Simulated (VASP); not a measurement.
# SnO2 (Pnnm) in VASP: a series of runs

Aim: see how the results for SnO2 move with the level of theory and the settings. Levels: LDA, PBEsol, BLYP. Tasks: single point.

All numbers are computed with VASP 6.6.1; they aren't measurements. Logs are shortened: lines on timing, memory, paths and dates and some standing lists are left out, and cuts for length are marked.

### Step 1. The cell of the first run

Symmetry: Pnnm, No. 58, orthorhombic system. Conventional cell: a = 4.788 Å, b = 4.867 Å, c = 3.241 Å, α = 90.00°, β = 90.00°, γ = 90.00°. Within 2.8 Å of Sn (site symmetry 2/m) lie 6 O at 2.09 to 2.10 Å. Within 2.8 Å of O (site symmetry m) lie 3 Sn at 2.09 to 2.10 Å and 1 O at 2.65 Å.

### Step 2. Single point, LDA

File INCAR:

```
SYSTEM = SnO2
  PREC = Accurate
  ENCUT = 520
  EDIFF = 1E-6
  ISMEAR = 0
  SIGMA = 0.01
  LREAL = .FALSE.
  LASPH = .TRUE.
  NELM = 60
  ALGO = Normal
  ISIF = 2
  LWAVE = .FALSE.
  LCHARG = .FALSE.
  GGA = CA
  NBANDS = 35
```

File KPOINTS:

```
Automatic mesh
0
G
  6 4 6
  0 0 0
```

File POSCAR:

```
SnO2
1.0
    4.7880040000      0.0000000000      0.0000000000
    0.0000000000      4.8665820000      0.0000000000
    0.0000000000      0.0000000000      3.2408980000
Sn O
2 4
Direct
    0.5000000000      0.5000000000      0.5000000000
    0.0000000000      0.0000000000      0.0000000000
    0.2918550000      0.3210420000      0.0000000000
    0.7918550000      0.1789580000      0.5000000000
    0.2081450000      0.8210420000      0.5000000000
    0.7081450000      0.6789580000      0.0000000000
```

Potentials or basis: VASP PAW LDA potentials, release 64 (Sn_d, O).

Run with:

```
$ cat potpaw_LDA.64/Sn_d/POTCAR potpaw_LDA.64/O/POTCAR > POTCAR
$ mpirun -np 1 vasp_std > vasp.out
```

OUTCAR:

```text
SYSTEM = SnO2
   PREC = Accurate
   ENCUT = 520
   EDIFF = 1E-6
   ISMEAR = 0
   LREAL = .FALSE.
   LASPH = .TRUE.
   NELM = 60
   ISIF = 2
   GGA = CA

 ion  position               nearest neighbor table
   1  0.500  0.500  0.500-   3 2.09   6 2.09   3 2.09   6 2.09   5 2.10   4 2.10
   2  0.000  0.000  0.000-   4 2.09   5 2.09   4 2.09   5 2.09   3 2.10   6 2.10
   3  0.292  0.321  0.000-   1 2.09   1 2.09   2 2.10
   4  0.792  0.179  0.500-   2 2.09   2 2.09   1 2.10
   5  0.208  0.821  0.500-   2 2.09   2 2.09   1 2.10
   6  0.708  0.679  0.000-   1 2.09   1 2.09   2 2.10

  LATTYP: Found a simple orthorhombic cell.
 ALAT       =     3.2408980000
 B/A-ratio  =     1.4773695439
 C/A-ratio  =     1.5016152930

  Lattice vectors:

 A1 = (   0.0000000000,   0.0000000000,   3.2408980000)
 A2 = (   4.7880040000,   0.0000000000,   0.0000000000)
 A3 = (   0.0000000000,   4.8665820000,   0.0000000000)

Analysis of symmetry for initial positions (statically):
=====================================================================
 Subroutine PRICEL returns:
 Original cell was already a primitive cell.

 Routine SETGRP: Setting up the symmetry group for a
 simple orthorhombic supercell.

 Subroutine GETGRP returns: Found  8 space group operations
 (whereof  4 operations were pure point group operations)
 out of a pool of  8 trial point group operations.

The static configuration has the point symmetry C_2h.
 The point group associated with its full space group is D_2h.

Analysis of symmetry for dynamics (positions and initial velocities):
=====================================================================
 Subroutine PRICEL returns:
 Original cell was already a primitive cell.

 Routine SETGRP: Setting up the symmetry group for a
 simple orthorhombic supercell.

 Subroutine GETGRP returns: Found  8 space group operations
 (whereof  4 operations were pure point group operations)
 out of a pool of  8 trial point group operations.

The dynamic configuration has the point symmetry C_2h.
 The point group associated with its full space group is D_2h.

 Subroutine INISYM returns: Found  8 space group operations
 (whereof  4 operations are pure point group operations),
 and found     1 'primitive' translations

----------------------------------------------------------------------------------------

                                     Primitive cell

  volume of cell :      75.5169

  direct lattice vectors                    reciprocal lattice vectors
     4.788004000  0.000000000  0.000000000     0.208855298  0.000000000  0.000000000
     0.000000000  4.866582000  0.000000000     0.000000000  0.205483027  0.000000000
     0.000000000  0.000000000  3.240898000     0.000000000  0.000000000  0.308556456

  length of vectors
     4.788004000  4.866582000  3.240898000     0.208855298  0.205483027  0.308556456

  position of ions in fractional coordinates (direct lattice)
     0.500000000  0.500000000  0.500000000
     0.000000000  0.000000000  0.000000000
     0.291855000  0.321042000  0.000000000
     0.791855000  0.178958000  0.500000000
     0.208145000  0.821042000  0.500000000
     0.708145000  0.678958000  0.000000000

  ion indices of the primitive-cell ions
   primitive index   ion index
                 1           1
                 2           2
                 3           3
                 4           4
                 5           5
                 6           6

----------------------------------------------------------------------------------------

 KPOINTS: Automatic mesh

Automatic generation of k-mesh.
 Grid dimensions read from file:
 generate k-points for:    6    4    6

 Generating k-lattice:

  Cartesian coordinates                     Fractional coordinates (reciprocal lattice)
     0.034809216  0.000000000  0.000000000     0.166666667  0.000000000  0.000000000
     0.000000000  0.051370757  0.000000000     0.000000000  0.250000000  0.000000000
     0.000000000  0.000000000  0.051426076     0.000000000  0.000000000  0.166666667

  Length of vectors
     0.034809216  0.051370757  0.051426076

  Shift w.r.t. Gamma in fractional coordinates (k-lattice)
     0.000000000  0.000000000  0.000000000

 Subroutine IBZKPT returns following result:
 ===========================================

 Found     48 irreducible k-points:

 Following reciprocal coordinates:
            Coordinates               Weight
  0.000000  0.000000  0.000000      1.000000
  0.166667  0.000000  0.000000      2.000000
  0.333333  0.000000  0.000000      2.000000
  0.500000  0.000000  0.000000      1.000000
  0.000000  0.250000  0.000000      2.000000
  0.166667  0.250000  0.000000      4.000000
[... 16 lines left out ...]
  0.333333  0.500000  0.166667      4.000000
  0.500000  0.500000  0.166667      2.000000
 [... further k-points ...]
   k-points           NKPTS =     48   k-points in BZ     NKDIM =     48   number of bands    NBANDS=     35
   number of dos      NEDOS =    301   number of ions     NIONS =      6
   total plane-waves  NPLWV =  31104
   dimension x,y,z NGX =    36 NGY =   36 NGZ =   24
   dimension x,y,z NGXF=    72 NGYF=   72 NGZF=   48
   ions per type =               2   4
   NGX,Y,Z   is equivalent  to a cutoff of  12.50, 12.30, 12.31 a.u.
   NGXF,Y,Z  is equivalent  to a cutoff of  25.00, 24.60, 24.62 a.u.
 SYSTEM =  SnO2
   PREC   = accura    normal or accurate (medium, high low for compatibility)
   ISTART =      0    job   : 0-new  1-cont  2-samecut
   ICHARG =      2    charge: 1-file 2-atom 10-const
   ISPIN  =      1    spin polarized calculation?
   LNONCOLLINEAR =      F non collinear calculations
   LSORBIT =      F    spin-orbit coupling
   LASPH  =      T    aspherical Exc in radial PAW
   ENCUT  =  520.0 eV  38.22 Ry    6.18 a.u.   8.90  9.05  6.03*2*pi/ulx,y,z
   NELM   =     60;   NELMIN=  2; NELMDL= -5     # of ELM steps
   EDIFF  = 0.1E-05   stopping-criterion for ELM
   LREAL  =      F    real-space projection
   EDIFFG = 0.1E-04   stopping-criterion for IOM
   NSW    =      0    number of steps for IOM
   IBRION =     -1    ionic relax: 0-MD 1-quasi-New 2-CG
   NFREE  =      0    steps in history (QN), initial steepest desc. (CG)
   ISIF   =      2    stress and relaxation
   ISYM   =      2    0-nonsym 1-usesym 2-fastsym
   POTIM  = 0.5000    time-step for ionic-motion
   TEBEG  =    0.0;   TEEND  =   0.0 temperature during run
   PSTRESS=    0.0 pullay stress
   NELECT =      52.0000    total number of electrons
   NUPDOWN=      -1.0000    fix difference up-down
   EMIN   =  10.00;   EMAX   =-10.00  energy-range for DOS
   EFERMI =   0.00;   METHOD = LEGACY
   ISMEAR =     0;   SIGMA  =   0.01  broadening in eV -4-tet -1-fermi 0-gaus
   EFERMI_NEDOS =   21; number of points for ismear=-14 and -15
   IALGO  =     38    algorithm
   IMIX   =      4    mixing-type and parameters
     AMIX     =   0.40;   BMIX     =  1.00
     AMIX_MAG =   1.60;   BMIX_MAG =  1.00
  volume/ion in A,a.u.               =      12.59        84.94
  Fermi-wavevector in a.u.,A,eV,Ry     =   1.445644  2.731871 28.434627  2.089886
  Thomas-Fermi vector in A             =   2.563802
   LORBIT       =      0    0 simple, 1 ext, 2 COOP (PROOUT), +10 PAW based schemes
   GGA     = CA    functional components
   LHFCALC =     F    Hartree Fock is set to
   AEXX    =    0.0000 exact exchange contribution
   IVDW    =     0    specifies the selected vdW correction
   LEPSILON=     F    determine dielectric tensor
   LRPA    =     F    only Hartree local field effects (RPA)
 non-spin polarized calculation
 Gauss-broadening in eV      SIGMA  =   0.01
  energy-cutoff  :      520.00
  volume of cell :       75.52
 maximum number of plane-waves:      2060
 NGX is ok and might be reduce to    36
   NGX = 17   NGY = 19   NGZ = 13

 number of electron      51.9999997 magnetization

 Free energy of the ion-electron system (eV)
  ---------------------------------------------------
  ext. energy  EPLUGINS =         0.00000000
  ---------------------------------------------------
  free energy    TOTEN  =       -42.13404095 eV

  energy without entropy =      -42.13404095  energy(sigma->0) =      -42.13404095

 E-fermi :   5.1902     XC(G=0): -11.5227

 val. band max:        5.1306056751   @ k =   0.0000   0.0000   0.0000
 cond. band min:       5.8348390491   @ k =   0.0000   0.0000   0.0000
 fundamental gap:      0.7042333740
 Fermi energy:         5.1901845293

 k-point     1 :       0.0000    0.0000    0.0000
  band No.  band energies     occupation
      1     -15.6829      2.00000
      2     -15.0533      2.00000
      3     -14.8517      2.00000
      4     -14.8325      2.00000
      5     -14.8289      2.00000
      6     -14.7511      2.00000
[... 27 lines left out ...]
     34      16.6097      0.00000
     35      17.0101      0.00000

 k-point     2 :       0.1667    0.0000    0.0000
  band No.  band energies     occupation
      1     -15.6467      2.00000
      2     -15.0929      2.00000
      3     -14.8503      2.00000
      4     -14.8308      2.00000
      5     -14.8276      2.00000
      6     -14.7776      2.00000
[... 27 lines left out ...]
     34      16.6866      0.00000
     35      17.0680      0.00000

 k-point     3 :       0.3333    0.0000    0.0000
  band No.  band energies     occupation
      1     -15.5426      2.00000
      2     -15.2167      2.00000
      3     -14.8458      2.00000
      4     -14.8272      2.00000
      5     -14.8252      2.00000
      6     -14.8164      2.00000
[... 27 lines left out ...]
     34      17.0715      0.00000
     35      17.3042      0.00000
[... 723 lines left out ...]
 k-point    23 :       0.3333    0.5000    0.1667
  band No.  band energies     occupation
      1     -15.3456      2.00000
      2     -15.3456      2.00000
      3     -15.0093      2.00000
      4     -15.0093      2.00000
      5     -14.7889      2.00000
      6     -14.7889      2.00000
[... 27 lines left out ...]
     34      16.2510      0.00000
     35      17.2171      0.00000

 k-point    24 :       0.5000    0.5000    0.1667
  band No.  band energies     occupation
      1     -15.3437      2.00000
      2     -15.3437      2.00000
      3     -15.0242      2.00000
      4     -15.0242      2.00000
      5     -14.7914      2.00000
      6     -14.7914      2.00000
[... 27 lines left out ...]
     34      15.7889      0.00000
     35      17.3837      0.00000

 [... further k-points ...]

------------------------ aborting loop because EDIFF is reached ----------------------------------------

  FORCE on cell =-STRESS in cart. coord.  units (eV):
  Direction    XX          YY          ZZ          XY          YZ          ZX
  --------------------------------------------------------------------------------------
  -------------------------------------------------------------------------------------
  Total       -4.5969772     -4.7229263     -5.3803413      0.0000000      0.0000000      0.0000000
  in kB      -97.5301783   -100.2023348   -114.1501513      0.0000000      0.0000000      0.0000000
  external PRESSURE =    -103.9608881 kB  Pullay stress =       0.0000000 kB

 VOLUME and BASIS-vectors are now :
 -----------------------------------------------------------------------------
  energy-cutoff  :      520.00
  volume of cell :       75.52
      direct lattice vectors                 reciprocal lattice vectors
     4.788004000  0.000000000  0.000000000     0.208855298  0.000000000  0.000000000
     0.000000000  4.866582000  0.000000000     0.000000000  0.205483027  0.000000000
     0.000000000  0.000000000  3.240898000     0.000000000  0.000000000  0.308556456

 POSITION                                       TOTAL-FORCE (eV/Angst)
 -----------------------------------------------------------------------------------
      2.39400      2.43329      1.62045         0.000000     -0.000000      0.000000
      0.00000      0.00000      0.00000         0.000000     -0.000000      0.000000
      1.39740      1.56238      0.00000         0.151028     -0.003759      0.000000
      3.79140      0.87091      1.62045         0.151028      0.003759      0.000000
      0.99660      3.99567      1.62045        -0.151028     -0.003759      0.000000
      3.39060      3.30420      0.00000        -0.151028      0.003759      0.000000
 -----------------------------------------------------------------------------------
    total drift:                                0.000000      0.000000      0.000000

  FREE ENERGIE OF THE ION-ELECTRON SYSTEM (eV)
  ---------------------------------------------------
  free  energy   TOTEN  =       -42.1340409545 eV

  energy  without entropy=      -42.1340409545  energy(sigma->0) =      -42.13404095
```

Wall time 46 s (1 thread of Intel Xeon 6975P-C (Granite Rapids), shared host); peak memory 0.22 GiB.

What came out:

- Free energy: -42.1340 eV
- Pressure: -10.4 GPa
- Largest force: 0.151 eV/Å
- Band gap on the k mesh: 0.70 eV, direct

Forces on the atoms (eV/Å):
```
Sn   0.000  0.000  0.000
Sn   0.000  0.000  0.000
O    0.151 -0.004  0.000
O    0.151  0.004  0.000
O   -0.151 -0.004  0.000
O   -0.151  0.004  0.000
```

Stress tensor (GPa, compression positive):
```
 -9.75   0.00   0.00
  0.00 -10.02   0.00
  0.00   0.00 -11.42
```

Caveat: spin-orbit coupling is left out, which moves the levels of the heavy elements.

(Continued in part 2 of 2.)
